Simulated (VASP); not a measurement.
Sb:

```xyz
1
Lattice="1.9600 1.9600 1.9600 -1.9600 1.9600 1.9600 -1.9600 -1.9600 1.9600" Properties=species:S:1:pos:R:3 pbc="T T T"
Sb    0.0000    0.0000    0.0000
```

- Program: VASP 6.6.1
- Task: relaxation of cell and atoms
- Functional: r2SCAN
- Potentials or basis: VASP PAW PBE potentials, release 64 (Sb)
- Cutoff: 600 eV
- k mesh: 6 × 6 × 6
- Occupations: gaussian, width 0.1 eV
- Spin: no spin polarisation

At the start: pressure -4.4 GPa; volume 30.12 Å³/atom.

Question: How do energy, volume and symmetry change on relaxing?

Answer: Over 3 steps the energy falls by 38.5 meV/atom and the volume is 27.49 Å³/atom (-8.7 %); space group Im-3m (No. 229, to 0.05 Å).

Step by step:
```
step  energy change (eV)  largest force (eV/Å)  pressure (GPa)  volume (Å³)
   1              0.0000                0.0000           -4.43        30.12
   2             -0.0336                0.0000            1.89        26.63
   3             -0.0385                0.0000           -0.11        27.49
```

Final structure:
```
Sb
1.0
     1.90130    1.90130    1.90130
    -1.90130    1.90130    1.90130
    -1.90130   -1.90130    1.90130
Sb
1
Cartesian
  0.0000 0.0000 0.0000
```

Caveat: the k points lie up to 0.39 Å⁻¹ apart in the final cell; the PAW data sets were made with another functional, which shifts forces and pressure a little.
